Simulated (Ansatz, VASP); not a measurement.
GaN in VASP and in Ansatz

POSCAR

```
GaN
1.0
    4.5070012150      0.0000000000      0.0000000000
    0.0000000000     -4.5070012150      0.0000000000
    0.0000000000      0.0000000000     -4.5070012150
Ga N
4 4
Direct
    0.0000000000      0.5000000000      0.5266252424
    0.5000000000      0.0000000000      0.5000000000
    0.5000000000      0.5000000000      0.0000000000
    0.0000000000      0.0000000000      0.0000000000
    0.7500000000      0.7500000000      0.7500000000
    0.2500000000      0.2500000000      0.7500000000
    0.2500000000      0.7500000000      0.2500000000
    0.7500000000      0.2500000000      0.2500000000
```

File INCAR.step1:

```
SYSTEM = GaN
ALGO = Normal
EDIFF = 1E-4
ENCUT = 520
GGA = PE
ISMEAR = 0
LASPH = .True.
LCHARG = .False.
LREAL = .False.
LWAVE = .True.
NBANDS = 46
NELM = 80
PREC = Accurate
SIGMA = 0.05
```

INCAR.step2

```
SYSTEM = GaN
ALGO = Normal
EDIFF = 1E-6
ENCUT = 520
ISIF = 2
ISMEAR = 0
ISTART = 1
LASPH = .True.
LCHARG = .False.
LMIXTAU = .True.
LREAL = .False.
LWAVE = .False.
METAGGA = R2SCAN
NBANDS = 46
NELM = 80
PREC = Accurate
SIGMA = 0.05
```

Contents of KPOINTS:

```
k-points
0
Gamma
  6 6 6
  0 0 0
```

Input for Ansatz:

```yaml
crystal:
  lattice:
    - [4.507001215, 0.0, 0.0]
    - [0.0, -4.507001215, 0.0]
    - [0.0, 0.0, -4.507001215]
  atoms:
    - { symbol: Ga, position: [0.0, 0.5, 0.5266252424] }
    - { symbol: Ga, position: [0.5, 0.0, 0.5] }
    - { symbol: Ga, position: [0.5, 0.5, 0.0] }
    - { symbol: Ga, position: [0.0, 0.0, 0.0] }
    - { symbol: "N", position: [0.75, 0.75, 0.75] }
    - { symbol: "N", position: [0.25, 0.25, 0.75] }
    - { symbol: "N", position: [0.25, 0.75, 0.25] }
    - { symbol: "N", position: [0.75, 0.25, 0.25] }
basis:
  ecutwfc: 500
kpoints:
  mp_grid: { grid: [6, 6, 6] }
hamiltonian:
  xc: r2scan
scf:
  occupations: { method: gaussian, width: 0.05 }
output:
  forces: true
  stress: true
  eigenvalues: true
```

Alike in both runs: task single point; functional r2SCAN; k mesh 6 × 6 × 6; occupations gaussian, width 0.05 eV; no spin polarisation.

```csv
,VASP,Ansatz
version,VASP 6.6.1,Ansatz 0.2.0
potentials or method,"VASP PAW PBE potentials, release 64 (Ga_d, N), cutoff 520 eV","scalar-relativistic, plane waves, PAW"
valence electrons in the cell,72,72
```

```tsv
	VASP	Ansatz	Ansatz less VASP
gap on the k mesh at the Fermi level (eV)	2.03	2.03	+0.009
least direct gap on the mesh (eV)	2.03	2.03	+0.009
pressure (GPa)	0.2	-0.7	-0.94
traceless stress, the component that is largest in VASP (GPa)	1.82	1.72	-0.092
rms of the force components (eV/Å)	0.535	0.524	-0.0108
```

VASP's potentials were made for PBE, not for r2SCAN. Atom by atom the forces differ by 0.011 eV/Å (rms over components). With one functional, cell and mesh, what is left measures potentials, basis and numerics.
